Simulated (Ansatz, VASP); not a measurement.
Te in VASP and in Ansatz

```
CELL_PARAMETERS angstrom
2.25061 1.29939 1.77682
-2.25061 1.29939 1.77682
0.00000 -2.59878 1.77682
ATOMIC_POSITIONS crystal
Te 0.50000 0.50000 0.50000
```

Alike in both runs: functional PBEsol; k mesh 15 × 15 × 15; occupations gaussian, width 0.1 eV; no spin polarisation.

Ansatz relaxed the structure, and its values are those at the end. VASP's run is a single point on that final structure, the one shown.

|  | VASP | Ansatz |
| --- | --- | --- |
| version | VASP 6.6.1 | Ansatz 0.2.0 |
| potentials or method | VASP PAW PBE potentials, release 64 (Te), cutoff 520 eV | scalar-relativistic, plane waves, PAW |
| valence electrons in the cell | 6 | 16 |

```csv
,VASP,Ansatz,Ansatz less VASP
gap on the k mesh at the Fermi level (eV),none,none,-
pressure (GPa),0.0,0.0,-0.05
```

VASP's potentials were made for PBE, not for PBEsol. A gap of «none» marks a metal or a gap that the smearing closes. With one functional, cell and mesh, what is left measures potentials, basis and numerics. VASP's potentials hold 6 valence electrons a cell and Ansatz's 16, so a difference there can come from the potentials and not from the codes.

Neither program's run includes spin-orbit coupling.
